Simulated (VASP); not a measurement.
# Ge in VASP: settings compared, part 3 of 3

VASP 6.6.1.

### 5 Relaxation of cell and atoms, PBEsol

Contents of INCAR:

```
ALGO = Normal ; EDIFF = 1E-6
EDIFFG = -0.01 ; ENCUT = 600
GGA = PS ; IBRION = 2
ISIF = 3 ; ISMEAR = -1
LASPH = T ; LCHARG = F
LREAL = F ; LWAVE = F
NELM = 80 ; NSW = 60
PREC = Accurate ; SIGMA = 0.05
```

Contents of KPOINTS:

```
k-points
0
Gamma
  8 8 2
```

Contents of POSCAR:

```
Ge
1.0
    4.0031158814      0.0000000000      0.0000000000
   -2.0015579407      3.4668000476      0.0000000000
    0.0000000000      0.0000000000     13.1567068600
Ge
8
Direct
    0.3333333333      0.6666666667      0.1559415700
    0.6666666667      0.3333333333      0.8440584300
    0.6666666667      0.3333333333      0.6559415700
    0.3333333333      0.6666666667      0.3440584300
    0.0000000000      0.0000000000      0.0931488400
    0.0000000000      0.0000000000      0.9068511600
    0.0000000000      0.0000000000      0.5931488400
    0.0000000000      0.0000000000      0.4068511600
```

Run with:

```sh
$ cat potpaw_PBE.64/Ge_d/POTCAR > POTCAR
$ mpirun -np 1 vasp_std > vasp.out
```

It took 17 min on 1 thread of AMD EPYC 9R45 (Zen 5), shared host; peak memory 0.42 GiB.

The run converged. Its results:

| Item | Value |
| --- | --- |
| Free energy | -39.4221 eV |
| Relaxed volume | 22.79 Å³/atom |
| Relaxed cell | a = 4.004 Å, b = 4.004 Å, c = 13.132 Å, α = 90.00°, β = 90.00°, γ = 120.00° |
| Space group after relaxing (to 0.1 Å) | P6_3/mmc (No. 194) |
| Energy gained by relaxing | 0.0 meV/atom |
| Ionic steps | 12 |
| Pressure after relaxing | 0.0 GPa |
| Band gap on the k mesh | 0.05 eV |

The path:
```
step  energy change (eV)  largest force (eV/Å)  pressure (GPa)  volume (Å³)
   1              0.0000                0.0035           -0.06       182.59
   2             -0.0002                0.0180           -0.17       182.36
   3              0.0000                0.0318           -0.07       182.18
   4             -0.0001                0.0256            0.12       182.28
   5             -0.0002                0.0211            0.09       182.33
   6             -0.0002                0.0207           -0.05       182.35
   7             -0.0001                0.0013            0.09       182.06
   8             -0.0002                0.0095            0.19       182.17
   9             -0.0002                0.0149            0.18       182.26
  10             -0.0002                0.0184            0.06       182.30
  11             -0.0002                0.0075           -0.05       182.33
  12             -0.0002                0.0004            0.05       182.32
```

Final structure:
```yaml
crystal:
  lattice:
    - [4.00395, 0.00000, 0.00000]
    - [-2.00198, 3.46752, 0.00000]
    - [0.00000, 0.00000, 13.13219]
  atoms:
    - { symbol: Ge, position: [0.33333, 0.66667, 0.15585] }
    - { symbol: Ge, position: [0.66667, 0.33333, 0.84415] }
    - { symbol: Ge, position: [0.66667, 0.33333, 0.65585] }
    - { symbol: Ge, position: [0.33333, 0.66667, 0.34415] }
    - { symbol: Ge, position: [0.00000, 0.00000, 0.09323] }
    - { symbol: Ge, position: [0.00000, 0.00000, 0.90677] }
    - { symbol: Ge, position: [0.00000, 0.00000, 0.59323] }
    - { symbol: Ge, position: [0.00000, 0.00000, 0.40677] }
```

Levels at points of the mesh, in eV from the valence-band top:
```
           k point  band 52  band 53  band 54  band 55  band 56  band 57  band 58  band 59  band 60  band 61
(0.00, 0.00, 0.00)    -0.84    -0.84    -0.12    -0.04     0.00     0.05     0.05     0.45     0.77     2.38
(0.50, 0.00, 0.00)    -2.43    -2.41    -2.39    -1.81    -1.43     0.19     0.33     0.54     1.37     1.71
(0.00, 0.00, 0.50)    -1.30    -0.30    -0.30    -0.30    -0.30     0.12     0.12     1.12     1.12     2.77
(0.50, 0.00, 0.50)    -2.91    -2.60    -2.60    -1.78    -1.78     0.61     0.61     1.26     1.26     2.20
```

Caveat: semilocal functionals underestimate gaps, and a narrow one can read as zero; the PAW data sets were made with another functional, which shifts forces and pressure a little. A k mesh can miss the band edges.

### 6 Single point, PBEsol

Contents of INCAR:

```
ALGO     = Normal         # electronic algorithm
EDIFF    = 1E-7           # SCF threshold, eV
ENCUT    = 520            # plane-wave cutoff, eV
GGA      = PS             # functional
ISIF     = 2              # what is computed and relaxed
ISMEAR   = -1             # smearing method
LASPH    = True           # aspherical terms in the spheres
LCHARG   = True           # write CHGCAR
LELF     = True           # ELF
LREAL    = False          # projectors in reciprocal space
LVHAR    = True         
LWAVE    = False          # write WAVECAR
NBANDS   = 66             # bands
NELM     = 80             # most SCF steps
PREC     = Accurate       # precision mode
SIGMA    = 0.05           # smearing width, eV
```

KPOINTS is that of step 5.

POSCAR is that of step 5.

Potentials or basis: VASP PAW PBE potentials, release 64 (Ge_d).

Run with:

```sh
$ cat potpaw_PBE.64/Ge_d/POTCAR > POTCAR
$ mpirun -np 1 vasp_std > vasp.out
```

OUTCAR:

```text
EDIFF = 1E-7
   ENCUT = 520
   GGA = PS
   ISIF = 2
   ISMEAR = -1
   LASPH = True
   LREAL = False
   NELM = 80
   PREC = Accurate

 ion  position               nearest neighbor table
   1  0.333  0.667  0.156-   5 2.45   5 2.45   5 2.45   4 2.47
   2  0.667  0.333  0.844-   6 2.45   6 2.45   6 2.45   3 2.47
   3  0.667  0.333  0.656-   7 2.45   7 2.45   7 2.45   2 2.47
   4  0.333  0.667  0.344-   8 2.45   8 2.45   8 2.45   1 2.47
   5  0.000  0.000  0.093-   6 2.45   1 2.45   1 2.45   1 2.45
   6  0.000  0.000  0.907-   5 2.45   2 2.45   2 2.45   2 2.45
   7  0.000  0.000  0.593-   8 2.45   3 2.45   3 2.45   3 2.45
   8  0.000  0.000  0.407-   7 2.45   4 2.45   4 2.45   4 2.45

  LATTYP: Found a hexagonal cell.
 ALAT       =     4.0031158814
 C/A-ratio  =     3.2866165382

  Lattice vectors:

 A1 = (   4.0031158814,   0.0000000000,   0.0000000000)
 A2 = (  -2.0015579407,   3.4668000476,   0.0000000000)
 A3 = (   0.0000000000,   0.0000000000,  13.1567068600)

Analysis of symmetry for initial positions (statically):
=====================================================================
 Subroutine PRICEL returns:
 Original cell was already a primitive cell.

 Routine SETGRP: Setting up the symmetry group for a
 hexagonal supercell.

 Subroutine GETGRP returns: Found 24 space group operations
 (whereof 12 operations were pure point group operations)
 out of a pool of 24 trial point group operations.

The static configuration has the point symmetry D_3d.
 The point group associated with its full space group is D_6h.

Analysis of symmetry for dynamics (positions and initial velocities):
=====================================================================
 Subroutine PRICEL returns:
 Original cell was already a primitive cell.

 Routine SETGRP: Setting up the symmetry group for a
[... 135 lines left out ...]
  volume/ion in A,a.u.               =      22.82       154.02
  Fermi-wavevector in a.u.,A,eV,Ry     =   1.390986  2.628583 26.325128  1.934842
  Thomas-Fermi vector in A             =   2.514869
   LORBIT       =      0    0 simple, 1 ext, 2 COOP (PROOUT), +10 PAW based schemes
   GGA     = PS    functional components
   LHFCALC =     F    Hartree Fock is set to
   AEXX    =    0.0000 exact exchange contribution
   IVDW    =     0    specifies the selected vdW correction
   LEPSILON=     F    determine dielectric tensor
   LRPA    =     F    only Hartree local field effects (RPA)
 non-spin polarized calculation
  energy-cutoff  :      520.00
  volume of cell :      182.59
 maximum number of plane-waves:      4987
 NGX is ok and might be reduce to    30
   NGX = 15   NGY = 15   NGZ = 49

 number of electron     112.0000142 magnetization

 Free energy of the ion-electron system (eV)
  ---------------------------------------------------
  ext. energy  EPLUGINS =         0.00000000
  ---------------------------------------------------
  free energy    TOTEN  =       -39.42136826 eV

  energy without entropy =      -39.41826751  energy(sigma->0) =      -39.41981789

 E-fermi :   4.8224     XC(G=0): -10.0878

 val. band max:        4.8220499237   @ k =   0.0000   0.0000   0.0000
 cond. band min:       4.8671286280   @ k =   0.0000   0.0000   0.0000
 fundamental gap:      0.0450787043
 Fermi energy:         4.8224329558

 k-point     1 :       0.0000    0.0000    0.0000
  band No.  band energies     occupation
      1     -20.0030      2.00000
      2     -20.0030      2.00000
      3     -19.9940      2.00000
      4     -19.9940      2.00000
      5     -19.9895      2.00000
      6     -19.9895      2.00000
[... 1369 lines left out ...]
     65      10.0512      0.00000
     66      10.0539      0.00000

------------------------ aborting loop because EDIFF is reached ----------------------------------------

  FORCE on cell =-STRESS in cart. coord.  units (eV):
  Direction    XX          YY          ZZ          XY          YZ          ZX
  --------------------------------------------------------------------------------------
  -------------------------------------------------------------------------------------
  Total        0.0071801      0.0071801     -0.2902803      0.0000000     -0.0000000      0.0000000
  in kB        0.0630034      0.0630034     -2.5471472      0.0000000     -0.0000000      0.0000000
  external PRESSURE =      -0.8070468 kB  Pullay stress =       0.0000000 kB

 VOLUME and BASIS-vectors are now :
 -----------------------------------------------------------------------------
  energy-cutoff  :      520.00
  volume of cell :      182.59
      direct lattice vectors                 reciprocal lattice vectors
     4.003115881  0.000000000  0.000000000     0.249805409  0.144225220  0.000000000
    -2.001557941  3.466800048  0.000000000     0.000000000  0.288450440  0.000000000
     0.000000000  0.000000000 13.156706860     0.000000000  0.000000000  0.076006862

 POSITION                                       TOTAL-FORCE (eV/Angst)
 -----------------------------------------------------------------------------------
     -0.00000      2.31120      2.05168         0.000000      0.000000     -0.005501
      2.00156      1.15560     11.10503         0.000000     -0.000000      0.005501
      2.00156      1.15560      8.63003         0.000000     -0.000000     -0.005501
     -0.00000      2.31120      4.52668         0.000000      0.000000      0.005501
      0.00000      0.00000      1.22553         0.000000     -0.000000      0.004323
      0.00000      0.00000     11.93117        -0.000000      0.000000     -0.004323
      0.00000      0.00000      7.80389         0.000000      0.000000      0.004323
      0.00000      0.00000      5.35282        -0.000000     -0.000000     -0.004323
 -----------------------------------------------------------------------------------
    total drift:                                0.000000      0.000000      0.000000

  FREE ENERGIE OF THE ION-ELECTRON SYSTEM (eV)
  ---------------------------------------------------
  free  energy   TOTEN  =       -39.4213682614 eV

  energy  without entropy=      -39.4182675089  energy(sigma->0) =      -39.41981789
```

stdout:

```text
POSCAR found type information on POSCAR Ge
 POSCAR found :  1 types and       8 ions
 scaLAPACK will be used
 -----------------------------------------------------------------------------
|                                                                             |
|                                                                             |
|     You enforced a specific xc type in the INCAR file but a different       |
|     I HOPE YOU KNOW WHAT YOU ARE DOING!                                     |
|                                                                             |
 -----------------------------------------------------------------------------

 LDA part: xc-table for (Slater+PW92), standard interpolation
 POSCAR, INCAR and KPOINTS ok, starting setup
 FFT: planning ... GRIDC
 FFT: planning ... GRID_SOFT
 FFT: planning ... GRID
 WAVECAR not read
 entering main loop
```

Wall time 3.3 min (1 thread of Intel Xeon 6975P-C (Granite Rapids), shared host); peak memory 0.37 GiB.

Results:

| Item | Value |
| --- | --- |
| Free energy | -39.4214 eV |
| Pressure | -0.1 GPa |
| Largest force | 0.006 eV/Å |
| Band gap on the k mesh | 0.05 eV |

Forces on the atoms (eV/Å):
```
Ge   0.000  0.000 -0.006
Ge   0.000  0.000  0.006
Ge   0.000  0.000 -0.006
Ge   0.000  0.000  0.006
Ge   0.000  0.000  0.004
Ge   0.000  0.000 -0.004
Ge   0.000  0.000  0.004
Ge   0.000  0.000 -0.004
```

Caveat: semilocal functionals underestimate gaps, and a narrow one can read as zero; the PAW data sets were made with another functional, which shifts forces and pressure a little. A k mesh can miss the band edges.

### 7 Overview

| task | level | cell | k mesh | cutoff (eV) | gap on the mesh (eV) | pressure (GPa) | largest force (eV/Å) |
| --- | --- | --- | --- | --- | --- | --- | --- |
| single point | PBEsol | a = 4.003, b = 3.968, c = 13.157 Å, angles 90.0, 90.0, 119.1°, 8 atoms, atomic positions A | 6 × 7 × 2 | 520 | 0.02 | 0.0 | 0.14 |
| single point | r2SCAN | a = 4.004, b = 4.004, c = 13.145 Å, angles 90.0, 90.0, 120.0°, 8 atoms, atomic positions B | 8 × 8 × 2 | 520 | 0.25 | 0.0 | 0.01 |
| single point | r2SCAN | a = 4.003, b = 4.003, c = 13.157 Å, angles 90.0, 90.0, 120.0°, 8 atoms, atomic positions A | 8 × 8 × 2 | 520 | 0.26 | 0.0 | 0.02 |
| relaxation of cell and atoms | PBEsol | relaxed from a = 4.003, b = 4.003, c = 13.157 Å, angles 90.0, 90.0, 120.0°, 8 atoms, atomic positions A | 8 × 8 × 2 | 600 | 0.05 | 0.0 | - |
| single point | PBEsol | a = 4.003, b = 4.003, c = 13.157 Å, angles 90.0, 90.0, 120.0°, 8 atoms, atomic positions A | 8 × 8 × 2 | 520 | 0.05 | -0.1 | 0.01 |

Alike in all rows: potentials or basis VASP PAW PBE potentials, release 64 (Ge_d); no spin polarisation; smearing fermi-dirac 0.05 eV.

Caveats: semilocal functionals underestimate gaps, and a narrow one can read as zero; the PAW data sets were made with another functional, which shifts forces and pressure a little.

Total energies depend on the potentials used, so only differences within one code and one set of settings carry meaning.
